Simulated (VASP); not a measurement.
The system is Cu.

```
Cu
1.0
     0.00000    1.80750    1.80750
     1.80750    0.00000    1.80750
     1.80750    1.80750    0.00000
Cu
1
Cartesian
  0.0000 0.0000 0.0000
```

```yaml
Program: VASP 6.6.1
Task: relaxation of volume and atoms at fixed shape
Functional: PBEsol
Potentials_or_basis: VASP PAW PBE potentials, release 64 (Cu)
Cutoff: 600 eV
k_mesh: 22 × 22 × 22
Occupations: methfessel-paxton, width 0.1 eV
Spin: no spin polarisation
```

At the start: pressure -5.7 GPa; volume 11.81 Å³/atom.

**Question.** Where does the relaxation end?

**Answer.** Over 3 steps the energy falls by 8.4 meV/atom and the volume is 11.36 Å³/atom (-3.8 %); space group Fm-3m (No. 225, to 0.1 Å) before and after.

Step by step:
| step | energy change (eV) | largest force (eV/Å) | pressure (GPa) | volume (Å³) |
| --- | --- | --- | --- | --- |
| 1 | 0.0000 | 0.0000 | -5.75 | 11.81 |
| 2 | -0.0051 | 0.0000 | 4.13 | 11.10 |
| 3 | -0.0084 | 0.0000 | -0.06 | 11.36 |

Final structure:
```
Cu
1.0
     0.00000    1.78443    1.78443
     1.78443    0.00000    1.78443
     1.78443    1.78443    0.00000
Cu
1
Direct
  0.00000 0.00000 0.00000
```

Caveat: the PAW data sets were made with another functional, which shifts forces and pressure a little.
